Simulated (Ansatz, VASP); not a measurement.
**One calculation of CdS, two programs**

INCAR

```
PREC = Accurate
ENCUT = 500
EDIFF = 1E-6
ISMEAR = 0
SIGMA = 0.01
LREAL = F
LASPH = T
NELM = 120
ALGO = Normal
ISIF = 2
LWAVE = F
LCHARG = F
GGA = PE
NBANDS = 16
GGA_COMPAT = F
```

File KPOINTS:

```
regular mesh
0
Gamma
  8 8 8
```

Contents of POSCAR:

```
CdS
1.0
    0.0000000000      2.9392148419      2.9392148419
    2.9392148419      0.0000000000      2.9392148419
    2.9392148419      2.9392148419      0.0000000000
Cd S
1 1
Direct
    0.0000000000      0.0000000000      0.0000000000
    0.2500000000      0.2500000000      0.2500000000
```

Input for Ansatz:

```yaml
crystal:
  lattice:
    - [0.0, 2.9392148419, 2.9392148419]
    - [2.9392148419, 0.0, 2.9392148419]
    - [2.9392148419, 2.9392148419, 0.0]
  atoms:
    - { symbol: Cd, position: [0.0, 0.0, 0.0] }
    - { symbol: S, position: [0.25, 0.25, 0.25] }
kpoints:
  mp_grid: { grid: [8, 8, 8] }
  band_path:
    path:
      - [0.0, 0.0, 0.0]
      - [-0.5, -0.5, 0.0]
      - [-0.375, -0.375, 0.25]
      - [-0.375, 0.0, 0.375]
      - [0.0, 0.0, 0.5]
      - [-0.5, -0.25, 0.25]
    npoints: 1
hamiltonian:
  xc: pbe
scf:
  occupations: { method: fixed }
  n_extra_bands: 4
output:
  forces: true
  stress: true
  eigenvalues: true
```

Alike in both runs: task single point; functional PBE; k mesh 8 × 8 × 8; no spin polarisation.

|  | VASP | Ansatz |
| --- | --- | --- |
| version | VASP 6.6.1 | Ansatz 0.2.0 |
| potentials or method | VASP PAW PBE potentials, release 64 (Cd, S) | plane waves, PAW |
| plane-wave cutoff (eV) | 500 | 420 |
| occupations | gaussian, width 0.01 eV | fixed |
| valence electrons in the cell | 18 | 26 |

|  | VASP | Ansatz | Ansatz less VASP |
| --- | --- | --- | --- |
| gap on the k mesh at the Fermi level (eV) | 1.10 | 1.10 | -0.003 |
| pressure (GPa) | 1.7 | 1.4 | -0.32 |

VASP's potentials hold 18 valence electrons a cell and Ansatz's 26, so a difference there can come from the potentials and not from the codes.
